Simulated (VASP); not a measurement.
Runs of VASP 6.6.1 on Al. The structure is that of space group Fm-3m (No. 225), or close to it. The cells are those of the table. 

```csv
cell,k mesh,smearing,gap on the mesh (eV),pressure (GPa)
"a = 2.894 Å, angles 60.0°, 1 atom",6 × 6 × 6,fermi-dirac 0.1 eV,none,-3.3
"a = 2.857 Å, angles 60.0°, 1 atom",3 × 3 × 3,fermi-dirac 0.02 eV,none,-4.0
"a = 2.857 Å, angles 60.0°, 1 atom",2 × 2 × 2,fermi-dirac 0.02 eV,none,-8.1
"a = 2.838 Å, angles 60.0°, 1 atom",6 × 6 × 6,fermi-dirac 0.1 eV,none,(b)
"a = 2.857 Å, angles 60.0°, 1 atom",6 × 6 × 6,fermi-dirac 0.02 eV,none,-0.2
"a = 2.778 Å, angles 60.0°, 1 atom",6 × 6 × 6,fermi-dirac 0.1 eV,none,7.4
"a = 2.808 Å, angles 60.0°, 1 atom",6 × 6 × 6,fermi-dirac 0.1 eV,none,4.1
"a = 2.866 Å, angles 60.0°, 1 atom",6 × 6 × 6,fermi-dirac 0.1 eV,none,(a)
"a = 2.857 Å, angles 60.0°, 1 atom",4 × 4 × 4,fermi-dirac 0.02 eV,none,-0.2
```

Alike in all rows: task single point; level HSE06; potentials or basis VASP PAW PBE potentials, release 64 (Al); no spin polarisation; cutoff (eV) 520.

Task: Fill in the values left out.

Result: (a) -1.2; (b) 1.2.

Caveats: all runs use coarse meshes; the PAW data sets were made with another functional, which shifts forces and pressure a little.

A gap of «none» marks levels without a gap at the run's occupations.
